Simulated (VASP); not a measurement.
# F2 in VASP: single point with r2SCAN

Aim: the single point of F2 with r2SCAN.

All numbers are computed with VASP 6.6.1; they aren't measurements. Logs are shortened: lines on timing, memory, paths and dates and some standing lists are left out, and cuts for length are marked.

## (1) The cell of the first run

The cell holds a molecule in a box, 2 atoms: a = 13.000 Å, b = 13.300 Å, c = 13.600 Å, α = 90.00°, β = 90.00°, γ = 90.00°.

## (2) Single point, r2SCAN

Contents of POSCAR:

```
F
1.0
   13.0000000000      0.0000000000      0.0000000000
    0.0000000000     13.3000000000      0.0000000000
    0.0000000000      0.0000000000     13.6000000000
F
2
Direct
    0.4463168987      0.5000000000      0.5000000000
    0.5536831013      0.5000000000      0.5000000000
```

Contents of INCAR.step1:

```
SYSTEM = F
  PREC = Accurate
  ENCUT = 1110
  ISMEAR = 0
  SIGMA = 0.01
  LREAL = .FALSE.
  LASPH = .TRUE.
  NELM = 120
  NBANDS = 14
  GGA = PE
  ALGO = Normal
  EDIFF = 1E-5
  LWAVE = .TRUE.
  LCHARG = .FALSE.
  GGA_COMPAT = .FALSE.
  NELMDL = -8
```

Contents of INCAR.step2:

```
SYSTEM = F
  PREC = Accurate
  ENCUT = 1110
  EDIFF = 1E-6
  ISMEAR = 0
  SIGMA = 0.01
  LREAL = .FALSE.
  LASPH = .TRUE.
  NELM = 120
  ALGO = Normal
  ISIF = 2
  LWAVE = .FALSE.
  LCHARG = .FALSE.
  METAGGA = R2SCAN
  LMIXTAU = .TRUE.
  NBANDS = 14
  ISTART = 1
  GGA_COMPAT = .FALSE.
```

Contents of KPOINTS:

```
regular mesh
0
G
  1 1 1
  0 0 0
```

Potentials or basis: VASP PAW PBE potentials, release 64 (F_h).

Command:

```bash
cat potpaw_PBE.64/F_h/POTCAR > POTCAR
cp INCAR.step1 INCAR
mpirun -np 1 vasp_gam > vasp.out
cp INCAR.step2 INCAR
mpirun -np 1 vasp_gam > vasp.out
```

OUTCAR:

```text
SYSTEM = F
   PREC = Accurate
   ENCUT = 1110
   EDIFF = 1E-6
   ISMEAR = 0
   LREAL = .FALSE.
   LASPH = .TRUE.
   NELM = 120
   ISIF = 2
   METAGGA = R2SCAN
   ISTART = 1

 ion  position               nearest neighbor table
   1  0.446  0.500  0.500-   2 1.40
   2  0.554  0.500  0.500-   1 1.40

  LATTYP: Found a simple orthorhombic cell.
 ALAT       =    13.0000000000
 B/A-ratio  =     1.0230769231
 C/A-ratio  =     1.0461538462

  Lattice vectors:

 A1 = (  13.0000000000,   0.0000000000,   0.0000000000)
 A2 = (   0.0000000000,  13.3000000000,   0.0000000000)
 A3 = (   0.0000000000,   0.0000000000,  13.6000000000)

Analysis of symmetry for initial positions (statically):
=====================================================================
 Subroutine PRICEL returns:
 Original cell was already a primitive cell.

 Routine SETGRP: Setting up the symmetry group for a
 simple orthorhombic supercell.

 Subroutine GETGRP returns: Found  8 space group operations
 (whereof  8 operations were pure point group operations)
 out of a pool of  8 trial point group operations.

The static configuration has the point symmetry D_2h.

Analysis of symmetry for dynamics (positions and initial velocities):
=====================================================================
 Subroutine PRICEL returns:
 Original cell was already a primitive cell.

 Routine SETGRP: Setting up the symmetry group for a
 simple orthorhombic supercell.

 Subroutine GETGRP returns: Found  8 space group operations
 (whereof  8 operations were pure point group operations)
 out of a pool of  8 trial point group operations.

The dynamic configuration has the point symmetry D_2h.

 Subroutine INISYM returns: Found  8 space group operations
 (whereof  8 operations are pure point group operations),
 and found     1 'primitive' translations

----------------------------------------------------------------------------------------

                                     Primitive cell

  volume of cell :    2351.4400

  direct lattice vectors                    reciprocal lattice vectors
[... 57 lines left out ...]
   ISPIN  =      1    spin polarized calculation?
   LNONCOLLINEAR =      F non collinear calculations
   LSORBIT =      F    spin-orbit coupling
   LASPH  =      T    aspherical Exc in radial PAW
   ENCUT  = 1110.0 eV  81.58 Ry    9.03 a.u.  35.32 36.13 36.95*2*pi/ulx,y,z
   NELM   =    120;   NELMIN=  2; NELMDL=  0     # of ELM steps
   EDIFF  = 0.1E-05   stopping-criterion for ELM
   LREAL  =      F    real-space projection
   EDIFFG = 0.1E-04   stopping-criterion for IOM
   NSW    =      0    number of steps for IOM
   IBRION =     -1    ionic relax: 0-MD 1-quasi-New 2-CG
   NFREE  =      0    steps in history (QN), initial steepest desc. (CG)
   ISIF   =      2    stress and relaxation
   ISYM   =      2    0-nonsym 1-usesym 2-fastsym
   POTIM  = 0.5000    time-step for ionic-motion
   TEBEG  =    0.0;   TEEND  =   0.0 temperature during run
   PSTRESS=    0.0 pullay stress
   NELECT =      14.0000    total number of electrons
   NUPDOWN=      -1.0000    fix difference up-down
   EMIN   =  10.00;   EMAX   =-10.00  energy-range for DOS
   EFERMI =   0.00;   METHOD = LEGACY
   ISMEAR =     0;   SIGMA  =   0.01  broadening in eV -4-tet -1-fermi 0-gaus
   EFERMI_NEDOS =   21; number of points for ismear=-14 and -15
   IALGO  =     38    algorithm
   IMIX   =      4    mixing-type and parameters
     AMIX     =   0.40;   BMIX     =  1.00
     AMIX_MAG =   1.60;   BMIX_MAG =  1.00
  volume/ion in A,a.u.               =    1175.72      7934.15
  Fermi-wavevector in a.u.,A,eV,Ry     =   0.296715  0.560710  1.197854  0.088040
  Thomas-Fermi vector in A             =   1.161512
   LORBIT       =      0    0 simple, 1 ext, 2 COOP (PROOUT), +10 PAW based schemes
   METAGGA = R2SCAN    functional components
   LHFCALC =     F    Hartree Fock is set to
   AEXX    =    0.0000 exact exchange contribution
   IVDW    =     0    specifies the selected vdW correction
   LEPSILON=     F    determine dielectric tensor
   LRPA    =     F    only Hartree local field effects (RPA)
 non-spin polarized calculation
 Gauss-broadening in eV      SIGMA  =   0.01
  energy-cutoff  :     1110.00
  volume of cell :     2351.44
 maximum number of plane-waves:     98724
 NGX is ok and might be reduce to   144
   NGX = 71   NGY = 73   NGZ = 73

 number of electron      13.9999995 magnetization

 Free energy of the ion-electron system (eV)
  ---------------------------------------------------
  ext. energy  EPLUGINS =         0.00000000
  ---------------------------------------------------
  free energy    TOTEN  =        -6.22887282 eV

  energy without entropy =       -6.22887282  energy(sigma->0) =       -6.22887282

 E-fermi :  -9.7202     XC(G=0):  -0.1460

 val. band max:       -9.8438799491   @ k =   0.0000   0.0000   0.0000
 cond. band min:      -5.1078628277   @ k =   0.0000   0.0000   0.0000
 fundamental gap:      4.7360171213
 Fermi energy:        -9.7201920572

 k-point     1 :       0.0000    0.0000    0.0000
  band No.  band energies     occupation
      1     -35.7743      2.00000
      2     -29.0566      2.00000
      3     -15.7526      2.00000
      4     -13.4690      2.00000
      5     -13.4690      2.00000
      6      -9.8439      2.00000
      7      -9.8439      2.00000
      8      -5.1079      0.00000
      9       0.0193      0.00000
     10       0.8055      0.00000
     11       0.8433      0.00000
     12       0.8792      0.00000
     13       0.8902      0.00000
     14       0.9259      0.00000

------------------------ aborting loop because EDIFF is reached ----------------------------------------

  FORCE on cell =-STRESS in cart. coord.  units (eV):
  Direction    XX          YY          ZZ          XY          YZ          ZX
  --------------------------------------------------------------------------------------
  -------------------------------------------------------------------------------------
  Total        0.0915802     -0.0743400     -0.0721021      0.0000000      0.0000000      0.0000000
  in kB        0.0623991     -0.0506523     -0.0491275      0.0000000      0.0000000      0.0000000
  external PRESSURE =      -0.0124602 kB  Pullay stress =       0.0000000 kB

 VOLUME and BASIS-vectors are now :
 -----------------------------------------------------------------------------
  energy-cutoff  :     1110.00
  volume of cell :     2351.44
      direct lattice vectors                 reciprocal lattice vectors
    13.000000000  0.000000000  0.000000000     0.076923077  0.000000000  0.000000000
     0.000000000 13.300000000  0.000000000     0.000000000  0.075187970  0.000000000
     0.000000000  0.000000000 13.600000000     0.000000000  0.000000000  0.073529412

 POSITION                                       TOTAL-FORCE (eV/Angst)
 -----------------------------------------------------------------------------------
      5.80212      6.65000      6.80000        -0.120897      0.000000      0.000000
      7.19788      6.65000      6.80000         0.120897     -0.000000      0.000000
 -----------------------------------------------------------------------------------
    total drift:                                0.000000     -0.000000     -0.000000

  FREE ENERGIE OF THE ION-ELECTRON SYSTEM (eV)
  ---------------------------------------------------
  free  energy   TOTEN  =        -6.2288728154 eV

  energy  without entropy=       -6.2288728154  energy(sigma->0) =       -6.22887282
```

OUTCAR.step1:

```text
SYSTEM = F
   PREC = Accurate
   ENCUT = 1110
   ISMEAR = 0
   LREAL = .FALSE.
[... 217 lines left out ...]
      5.80212      6.65000      6.80000        -0.682079      0.000000      0.000000
      7.19788      6.65000      6.80000         0.682079      0.000000      0.000000
 -----------------------------------------------------------------------------------
    total drift:                                0.000000     -0.000000     -0.000000

  FREE ENERGIE OF THE ION-ELECTRON SYSTEM (eV)
  ---------------------------------------------------
  free  energy   TOTEN  =        -3.6903967574 eV

  energy  without entropy=       -3.6903967574  energy(sigma->0) =       -3.69039676
```

OSZICAR.step1:

```text
N       E                     dE             d eps       ncg     rms          rms(c)
DAV:   1     0.198339056030E+03    0.19834E+03   -0.36259E+03    36   0.901E+02
DAV:   2     0.102854054128E+03   -0.95485E+02   -0.93819E+02    56   0.721E+01
DAV:   3     0.170750424455E+02   -0.85779E+02   -0.73763E+02    48   0.859E+01
DAV:   4    -0.397649188448E+01   -0.21052E+02   -0.20994E+02    28   0.653E+01
DAV:   5    -0.447753480794E+01   -0.50104E+00   -0.50102E+00    36   0.135E+01
DAV:   6    -0.448627035734E+01   -0.87355E-02   -0.87355E-02    56   0.139E+00
DAV:   7    -0.448630166350E+01   -0.31306E-04   -0.31302E-04    36   0.104E-01
DAV:   8    -0.448630220772E+01   -0.54422E-06   -0.53935E-06    44   0.772E-03    0.963E+00
DAV:   9    -0.388414934851E+01    0.60215E+00   -0.37768E-01    40   0.553E+00    0.550E+00
DAV:  10    -0.368990219529E+01    0.19425E+00   -0.45653E-01    28   0.614E+00    0.570E-01
DAV:  11    -0.368870496061E+01    0.11972E-02   -0.70737E-02    40   0.208E+00    0.998E-02
DAV:  12    -0.368909024079E+01   -0.38528E-03   -0.13146E-03    44   0.319E-01    0.583E-02
DAV:  13    -0.368960565642E+01   -0.51542E-03   -0.16231E-04    44   0.872E-02    0.203E-02
DAV:  14    -0.368987235574E+01   -0.26670E-03   -0.47257E-05    36   0.519E-02    0.869E-03
DAV:  15    -0.368997800787E+01   -0.10565E-03   -0.62162E-06    36   0.191E-02    0.352E-03
DAV:  16    -0.369025628911E+01   -0.27828E-03   -0.26546E-05    36   0.233E-02    0.354E-03
DAV:  17    -0.369032304450E+01   -0.66755E-04   -0.42674E-06    36   0.928E-03    0.170E-03
DAV:  18    -0.369039254176E+01   -0.69497E-04   -0.22607E-06    36   0.749E-03    0.120E-03
DAV:  19    -0.369039675736E+01   -0.42156E-05   -0.57994E-08    32   0.211E-03
   1 F= -.36903968E+01 E0= -.36903968E+01  d E =-.205794E-37
```

Wall time 29 min (1 thread of Intel Xeon Platinum 8259CL at 2.50GHz (Skylake/Cascade Lake), shared host); peak memory 5.4 GiB.

Results:

* Free energy: -6.2289 eV
* Largest force: 0.121 eV/Å
* Gap between the frontier levels: 4.74 eV

Forces in eV/Å, atoms in the order of the input:
```
F   -0.121  0.000  0.000
F    0.121  0.000  0.000
```

Levels at points of the mesh, in eV from the valence-band top:
| k point | band 3 | band 4 | band 5 | band 6 | band 7 | band 8 | band 9 | band 10 | band 11 | band 12 |
| --- | --- | --- | --- | --- | --- | --- | --- | --- | --- | --- |
| (0.00, 0.00, 0.00) | -5.91 | -3.63 | -3.63 | 0.00 | 0.00 | 4.74 | 9.86 | 10.65 | 10.69 | 10.72 |

Caveat: the PAW data sets were made with another functional, which shifts forces and pressure a little.
